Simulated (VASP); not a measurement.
Wanted: the native input for a VASP 6.6.1 run.

```
Task                   : single point
Functional             : PBE
Potentials or basis    : VASP PAW PBE potentials, release 64 (Na_pv, Be, F)
Cutoff                 : 520 eV
k mesh                 : 6 × 4 × 2
Occupations            : gaussian, width 0.1 eV
Spin                   : no spin polarisation
Dipole correction      : no
Further INCAR settings : ALGO = Normal; EDIFF = 1e-06; NBANDS = 41
```

The structure of NaBeF3 lies in POSCAR:

```
NaBeF3
1.0
    2.9139119000      0.0000000000      0.0000000000
    0.0000000000      5.2412149000      0.0000000000
    0.0000000000      0.0000000000      9.7544418000
Na Be F
2 2 6
Direct
    0.0000000000      0.1762370000      0.9050920000
    0.0000000000      0.8237630000      0.4050920000
    0.5000000000      0.3188950000      0.2186870000
    0.5000000000      0.6811050000      0.7186870000
    0.0000000000      0.4695820000      0.2582810000
    0.0000000000      0.5304180000      0.7582810000
    0.5000000000      0.0769480000      0.3040250000
    0.5000000000      0.9230520000      0.8040250000
    0.5000000000      0.2863210000      0.0644390000
    0.5000000000      0.7136790000      0.5644390000
```

The cell was generated, and may not be a known phase.

The input as run:

INCAR

```
PREC     = Accurate       # precision mode
ENCUT    = 520            # plane-wave cutoff, eV
EDIFF    = 1E-6           # SCF threshold, eV
ISMEAR   = 0              # smearing method
SIGMA    = 0.1            # smearing width, eV
LREAL    = False          # projectors in reciprocal space
LASPH    = True           # aspherical terms in the spheres
NELM     = 60             # most SCF steps
ALGO     = Normal         # electronic algorithm
ISIF     = 2              # what is computed and relaxed
LWAVE    = False          # write WAVECAR
LCHARG   = False          # write CHGCAR
GGA      = PE             # functional
NBANDS   = 41             # bands
```

KPOINTS

```
regular mesh
0
Gamma
  6 4 2
```

Potentials or basis: VASP PAW PBE potentials, release 64 (Na_pv, Be, F).

Command:

```bash
$ cat potpaw_PBE.64/Na_pv/POTCAR potpaw_PBE.64/Be/POTCAR potpaw_PBE.64/F/POTCAR > POTCAR
$ mpirun -np 1 vasp_std > vasp.out
```

It gave:

The pressure is 0.0 GPa, the largest force is 0.029 eV/Å and the band gap on the k mesh is 6.71 eV.

It took 99 s on 1 thread of Intel(R) Xeon(R) Platinum 8488C (Sapphire Rapids) (shared host), peak memory 0.31 GiB.
